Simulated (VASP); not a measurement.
Write the native input for VASP 6.6.1 that does the following.

```yaml
Task: single point
Functional: PBE
Potentials_or_basis: VASP PAW PBE potentials, release 64 (Mg)
Cutoff: 520 eV
k_mesh: 11 × 11 × 3
Occupations: fermi-dirac, width 0.08 eV
Spin: no spin polarisation
Dipole_correction: no
Further_INCAR_settings: ALGO = Normal; EDIFF = 1e-07; NBANDS = 12
```

The structure of Mg lies in POSCAR:

```
Mg
1.0
    2.9037342735      0.0000000000      0.0000000000
   -1.4518671368      2.5147076467      0.0000000000
    0.0000000000      0.0000000000      9.4447039155
Mg
4
Direct
    0.0000000000      0.0000000000      0.0000000000
    0.0000000000      0.0000000000      0.5000000000
    0.3333333333      0.6666666667      0.2500000000
    0.6666666667      0.3333333333      0.7500000000
```

The input as run:

INCAR

```
SYSTEM = Mg
ALGO = Normal
EDIFF = 1E-7
ENCUT = 520
GGA = PE
ISIF = 2
ISMEAR = -1
LASPH = .True.
LCHARG = .True.
LELF = .True.
LREAL = .False.
LVHAR = .True.
LWAVE = .False.
NBANDS = 12
NELM = 80
PREC = Accurate
SIGMA = 0.08
```

KPOINTS

```
k-points
0
Gamma
  11 11 3
  0 0 0
```

Potentials or basis: VASP PAW PBE potentials, release 64 (Mg).

Run with:

```bash
$ cat potpaw_PBE.64/Mg/POTCAR > POTCAR
$ mpirun -np 1 vasp_std > vasp.out
```

Results of the run:

```json
{
  "Pressure": "18.2 GPa",
  "Band gap on the k mesh": "zero (band 4 reaches 5.31 eV, above the bottom of band 5 at 3.07 eV)"
}
```

It took 12 s on 1 thread of Intel(R) Xeon(R) 6975P-C (Granite Rapids) (shared host), peak memory 0.18 GiB.
